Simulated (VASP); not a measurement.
**ZnS: relaxation of cell and atoms with LDA**

ZnS:

```
Zn S
1.0
     0.00000    2.70200    2.70200
     2.70200    0.00000    2.70200
     2.70200    2.70200    0.00000
Zn S
1 1
Cartesian
  1.3510 1.3510 1.3510
  0.0000 0.0000 0.0000
```

```yaml
Program: VASP 6.6.1
Task: relaxation of cell and atoms
Functional: LDA
Potentials_or_basis: VASP PAW LDA potentials, release 64 (Zn, S)
Cutoff: 600 eV
k_mesh: 10 × 10 × 10
Occupations: gaussian, width 0.02 eV
Spin: no spin polarisation
Dipole_correction: no
Further_INCAR_settings: ALGO = Normal; EDIFF = 1e-07; IBRION = 2; EDIFFG = -0.005; NSW = 100; ISIF = 3
```

```json
{"Relaxed volume": "18.63 Å³/atom", "Relaxed cell": "a = 3.749 Å, b = 3.749 Å, c = 3.749 Å, α = 60.00°, β = 60.00°, γ = 60.00°", "Space group after relaxing (to 0.1 Å)": "F-43m (No. 216)", "Energy gained by relaxing": "15.7 meV/atom", "Ionic steps": "3", "Pressure after relaxing": "0.0 GPa", "Band gap on the k mesh": "2.15 eV"}
```

Step by step:
```tsv
step	energy change (eV)	largest force (eV/Å)	pressure (GPa)	volume (Å³)
1	0.0000	0.0000	-4.35	39.45
2	-0.0268	0.0000	1.92	36.47
3	-0.0314	0.0000	-0.01	37.25
```

Final structure:
```xyz
2
Lattice="0.0000 2.6508 2.6508 2.6508 0.0000 2.6508 2.6508 2.6508 0.0000" Properties=species:S:1:pos:R:3 pbc="T T T"
Zn    1.3254    1.3254    1.3254
S     0.0000    0.0000    0.0000
```

Levels at points of the mesh, in eV from the valence-band top:
| k point | band 6 | band 7 | band 8 | band 9 | band 10 | band 11 | band 12 | band 13 |
| --- | --- | --- | --- | --- | --- | --- | --- | --- |
| (0.00, 0.00, 0.00) | -6.19 | 0.00 | 0.00 | 0.00 | 2.15 | 6.21 | 6.21 | 6.21 |
| (0.50, 0.00, 0.00) | -5.97 | -5.76 | -0.96 | -0.96 | 3.23 | 6.76 | 6.76 | 8.84 |
| (0.50, 0.50, 0.00) | -5.95 | -4.90 | -2.46 | -2.46 | 3.06 | 3.89 | 11.14 | 12.18 |

It took 100 s on 1 thread of Intel Xeon 8259CL, on a shared host, peak memory 0.18 GiB.

Expect the measured gap to be larger: semilocal functionals such as LDA lack the derivative discontinuity. Zero-point motion and thermal expansion aren't in these numbers.
